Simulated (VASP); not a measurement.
# Al2O3 (R-3c) in VASP: further runs

The runs below take Al2O3 through single point, with r2SCAN, BLYP+D3(BJ), PBE.

Program: VASP 6.6.1. These are calculated values, not measurements. Logs are shortened: lines on timing, memory, paths and dates and some standing lists are left out, and cuts for length are marked.

**Experimental background.**

“Multi-petahertz electron interference in Cr:Al2O3 solid-state material”, 2018, pmc:5906618 quotes, for a bulk crystal of Al2O3: band gap 8.7 eV (optical).

The runs below are set against these values where they give the same quantity.

## 1. The cell of the first run

It takes space group R-3c (No. 167, trigonal). Conventional cell: a = 4.759 Å, b = 4.759 Å, c = 12.995 Å, α = 90.00°, β = 90.00°, γ = 120.00°. Al (site symmetry 3) has 6 O at 1.86 to 1.97 Å within 2.5 Å. O (site symmetry 2) has 4 Al at 1.86 to 1.97 Å and 12 O at 2.53 to 2.87 Å within 2.9 Å.

## 2. Single point, r2SCAN

File POSCAR:

```
Al2O3
1.0
    2.3794670350      1.3737859332      4.3317566925
   -2.3794670350      1.3737859332      4.3317566925
    0.0000000000     -2.7475718664      4.3317566924
Al O
4 6
Direct
    0.8519237399      0.8519237399      0.8519237399
    0.6480762601      0.6480762601      0.6480762601
    0.1480762601      0.1480762601      0.1480762601
    0.3519237399      0.3519237399      0.3519237399
    0.0563369702      0.7500000000      0.4436630298
    0.7500000000      0.4436630298      0.0563369702
    0.4436630298      0.0563369702      0.7500000000
    0.9436630298      0.2500000000      0.5563369702
    0.2500000000      0.5563369702      0.9436630298
    0.5563369702      0.9436630298      0.2500000000
```

File INCAR.step1:

```
PREC     = Accurate       # precision mode
ENCUT    = 520            # plane-wave cutoff, eV
ISMEAR   = -1             # smearing method
SIGMA    = 0.05           # smearing width, eV
LREAL    = F              # projectors in reciprocal space
LASPH    = T              # aspherical terms in the spheres
NELM     = 100            # most SCF steps
NBANDS   = 35             # bands
GGA      = PE             # functional
ALGO     = Normal         # electronic algorithm
EDIFF    = 1E-4           # SCF threshold, eV
LWAVE    = T              # write WAVECAR
LCHARG   = F              # write CHGCAR
```

File INCAR.step2:

```
PREC     = Accurate       # precision mode
ENCUT    = 520            # plane-wave cutoff, eV
EDIFF    = 1E-6           # SCF threshold, eV
ISMEAR   = -1             # smearing method
SIGMA    = 0.05           # smearing width, eV
LREAL    = F              # projectors in reciprocal space
LASPH    = T              # aspherical terms in the spheres
NELM     = 100            # most SCF steps
ALGO     = Normal         # electronic algorithm
ISIF     = 2              # what is computed and relaxed
LWAVE    = F              # write WAVECAR
LCHARG   = F              # write CHGCAR
METAGGA  = R2SCAN         # meta-GGA
LMIXTAU  = T            
NBANDS   = 35             # bands
ISTART   = 1
```

File KPOINTS:

```
Automatic mesh
0
Gamma
  7 7 7
```

Potentials or basis: VASP PAW PBE potentials, release 64 (Al, O).

Run with:

```sh
$ cat potpaw_PBE.64/Al/POTCAR potpaw_PBE.64/O/POTCAR > POTCAR
$ cp INCAR.step1 INCAR
$ mpirun -np 1 vasp_std > vasp.out
$ cp INCAR.step2 INCAR
$ mpirun -np 1 vasp_std > vasp.out
```

OUTCAR:

```text
PREC = Accurate
   ENCUT = 520
   EDIFF = 1E-6
   ISMEAR = -1
   LREAL = F
   LASPH = T
   NELM = 100
   ISIF = 2
   METAGGA = R2SCAN
   ISTART = 1

 ion  position               nearest neighbor table
   1  0.852  0.852  0.852-  10 1.86   9 1.86   8 1.86   5 1.97   7 1.97   6 1.97   2 2.65   3 2.79
                             3 2.79   3 2.79   2 3.22   2 3.22   2 3.22
   2  0.648  0.648  0.648-  10 1.86   8 1.86   9 1.86   6 1.97   7 1.97   5 1.97   1 2.65   4 2.79
                             4 2.79   4 2.79   1 3.22   1 3.22   1 3.22
   3  0.148  0.148  0.148-   7 1.86   6 1.86   5 1.86   8 1.97  10 1.97   9 1.97   4 2.65   1 2.79
                             1 2.79   1 2.79   4 3.22   4 3.22   4 3.22
   4  0.352  0.352  0.352-   7 1.86   5 1.86   6 1.86   9 1.97  10 1.97   8 1.97   3 2.65   2 2.79
                             2 2.79   2 2.79   3 3.22   3 3.22   3 3.22
   5  0.056  0.750  0.444-   4 1.86   3 1.86   1 1.97   2 1.97
   6  0.750  0.444  0.056-   3 1.86   4 1.86   2 1.97   1 1.97
   7  0.444  0.056  0.750-   3 1.86   4 1.86   1 1.97   2 1.97
   8  0.944  0.250  0.556-   2 1.86   1 1.86   3 1.97   4 1.97
   9  0.250  0.556  0.944-   1 1.86   2 1.86   4 1.97   3 1.97
  10  0.556  0.944  0.250-   1 1.86   2 1.86   3 1.97   4 1.97

  LATTYP: Found a trigonal (rhomboedric) cell.
 ALAT       =     5.1296459141
 COS(alpha) =     0.5696571371

  Lattice vectors:

 A1 = (   2.3794670350,   1.3737859332,   4.3317566925)
 A2 = (  -2.3794670350,   1.3737859332,   4.3317566925)
 A3 = (   0.0000000000,  -2.7475718664,   4.3317566924)

Analysis of symmetry for initial positions (statically):
=====================================================================
 Subroutine PRICEL returns:
 Original cell was already a primitive cell.

 Routine SETGRP: Setting up the symmetry group for a
 trigonal (rhombohedral) supercell.

 Subroutine GETGRP returns: Found 12 space group operations
 (whereof  6 operations were pure point group operations)
 out of a pool of 12 trial point group operations.

The static configuration has the point symmetry S_6 .
 The point group associated with its full space group is D_3d.

Analysis of symmetry for dynamics (positions and initial velocities):
=====================================================================
 Subroutine PRICEL returns:
 Original cell was already a primitive cell.

 Routine SETGRP: Setting up the symmetry group for a
 trigonal (rhombohedral) supercell.

 Subroutine GETGRP returns: Found 12 space group operations
 (whereof  6 operations were pure point group operations)
 out of a pool of 12 trial point group operations.

The dynamic configuration has the point symmetry S_6 .
 The point group associated with its full space group is D_3d.
[... 121 lines left out ...]
   ISIF   =      2    stress and relaxation
   ISYM   =      2    0-nonsym 1-usesym 2-fastsym
   POTIM  = 0.5000    time-step for ionic-motion
   TEBEG  =    0.0;   TEEND  =   0.0 temperature during run
   PSTRESS=    0.0 pullay stress
   NELECT =      48.0000    total number of electrons
   NUPDOWN=      -1.0000    fix difference up-down
   EMIN   =  10.00;   EMAX   =-10.00  energy-range for DOS
   EFERMI =   0.00;   METHOD = LEGACY
   ISMEAR =    -1;   SIGMA  =   0.05  broadening in eV -4-tet -1-fermi 0-gaus
   EFERMI_NEDOS =   21; number of points for ismear=-14 and -15
   IALGO  =     38    algorithm
   IMIX   =      4    mixing-type and parameters
     AMIX     =   0.40;   BMIX     =  1.00
     AMIX_MAG =   1.60;   BMIX_MAG =  1.00
  volume/ion in A,a.u.               =       8.50        57.33
  Fermi-wavevector in a.u.,A,eV,Ry     =   1.353372  2.557502 24.920650  1.831616
  Thomas-Fermi vector in A             =   2.480633
   LORBIT       =      0    0 simple, 1 ext, 2 COOP (PROOUT), +10 PAW based schemes
   METAGGA = R2SCAN    functional components
   LHFCALC =     F    Hartree Fock is set to
   AEXX    =    0.0000 exact exchange contribution
   IVDW    =     0    specifies the selected vdW correction
   LEPSILON=     F    determine dielectric tensor
   LRPA    =     F    only Hartree local field effects (RPA)
 non-spin polarized calculation
  energy-cutoff  :      520.00
  volume of cell :       84.96
 maximum number of plane-waves:      2304
 NGX is ok and might be reduce to    40
   NGX = 19   NGY = 19   NGZ = 19

 number of electron      48.0000013 magnetization

 Free energy of the ion-electron system (eV)
  ---------------------------------------------------
  ext. energy  EPLUGINS =         0.00000000
  ---------------------------------------------------
  free energy    TOTEN  =       -96.26960362 eV

  energy without entropy =      -96.26960362  energy(sigma->0) =      -96.26960362

 E-fermi :   6.8661     XC(G=0): -12.2306

 val. band max:        5.7390184745   @ k =   0.0000   0.0000   0.0000
 cond. band min:      12.8935739989   @ k =   0.0000   0.0000   0.0000
 fundamental gap:      7.1545555244
 Fermi energy:         6.8660599461

 k-point     1 :       0.0000    0.0000    0.0000
  band No.  band energies     occupation
      1     -14.4651      2.00000
      2     -12.1740      2.00000
      3     -11.8981      2.00000
      4     -11.8981      2.00000
      5     -11.5891      2.00000
      6     -11.5891      2.00000
[... 901 lines left out ...]
     34      20.4695      0.00000
     35      20.7312      0.00000

 [... further k-points ...]
[... 5 lines left out ...]
  --------------------------------------------------------------------------------------
  -------------------------------------------------------------------------------------
  Total       -0.2485359     -0.2485359     -0.3025105      0.0000000     -0.0000000      0.0000000
  in kB       -4.6868995     -4.6868995     -5.7047553      0.0000000     -0.0000000      0.0000000
  external PRESSURE =      -5.0261848 kB  Pullay stress =       0.0000000 kB

 VOLUME and BASIS-vectors are now :
 -----------------------------------------------------------------------------
  energy-cutoff  :      520.00
  volume of cell :       84.96
      direct lattice vectors                 reciprocal lattice vectors
     2.379467035  1.373785933  4.331756692     0.210131089  0.121319241  0.076951075
    -2.379467035  1.373785933  4.331756692    -0.210131089  0.121319241  0.076951075
     0.000000000 -2.747571866  4.331756692     0.000000000 -0.242638482  0.076951075

 POSITION                                       TOTAL-FORCE (eV/Angst)
 -----------------------------------------------------------------------------------
      0.00000      0.00000     11.07098         0.000000      0.000000     -0.021189
      0.00000      0.00000      8.42193         0.000000      0.000000      0.021189
      0.00000      0.00000      1.92429         0.000000      0.000000      0.021189
      0.00000      0.00000      4.57334         0.000000      0.000000     -0.021189
     -1.65055     -0.11126      5.41470        -0.004848     -0.008396     -0.000000
      0.72892      1.48505      5.41470        -0.004848      0.008396      0.000000
      0.92163     -1.37379      5.41470         0.009695      0.000000      0.000000
      1.65055      0.11126      7.58057         0.004848      0.008396      0.000000
     -0.72892     -1.48505      7.58057         0.004848     -0.008396     -0.000000
     -0.92163      1.37379      7.58057        -0.009695      0.000000      0.000000
 -----------------------------------------------------------------------------------
    total drift:                               -0.000000      0.000000     -0.000000

  FREE ENERGIE OF THE ION-ELECTRON SYSTEM (eV)
  ---------------------------------------------------
  free  energy   TOTEN  =       -96.2696036241 eV

  energy  without entropy=      -96.2696036241  energy(sigma->0) =      -96.26960362
```

OUTCAR.step1:

```text
PREC = Accurate
   ENCUT = 520
   ISMEAR = -1
   LREAL = F
   LASPH = T
[... 1170 lines left out ...]
      0.92163     -1.37379      5.41470        -0.022873     -0.000000      0.000000
      1.65055      0.11126      7.58057        -0.011437     -0.019809     -0.000000
     -0.72892     -1.48505      7.58057        -0.011437      0.019809      0.000000
     -0.92163      1.37379      7.58057         0.022873     -0.000000      0.000000
 -----------------------------------------------------------------------------------
    total drift:                               -0.000000      0.000000     -0.000000

  FREE ENERGIE OF THE ION-ELECTRON SYSTEM (eV)
  ---------------------------------------------------
  free  energy   TOTEN  =       -74.7495469590 eV

  energy  without entropy=      -74.7495469589  energy(sigma->0) =      -74.74954696
```

Wall time 7 min (1 thread of AMD EPYC 9R45 (Zen 5), shared host); peak memory 0.27 GiB.

Results:

| Property | Result |
| --- | --- |
| Free energy | -96.2696 eV |
| Pressure | -0.5 GPa |
| Largest force | 0.021 eV/Å |
| Band gap on the k mesh | 7.15 eV |

Forces in eV/Å, atoms in the order of the input:
```
Al   0.000  0.000 -0.021
Al   0.000  0.000  0.021
Al   0.000  0.000  0.021
Al   0.000  0.000 -0.021
O   -0.005 -0.008  0.000
O   -0.005  0.008  0.000
O    0.010  0.000  0.000
O    0.005  0.008  0.000
O    0.005 -0.008  0.000
O   -0.010  0.000  0.000
```

Stress tensor (GPa, compression positive):
```
-0.47  0.00  0.00
 0.00 -0.47  0.00
 0.00  0.00 -0.57
```

Levels at points of the mesh, in eV from the valence-band top:
```
           k point  band 20  band 21  band 22  band 23  band 24  band 25  band 26  band 27  band 28  band 29
(0.00, 0.00, 0.00)    -0.52    -0.52    -0.05    -0.05     0.00     7.15    10.12    11.95    12.59    12.59
```

Caveat: the PAW data sets were made with another functional, which shifts forces and pressure a little.

[end of part 1 of 2]
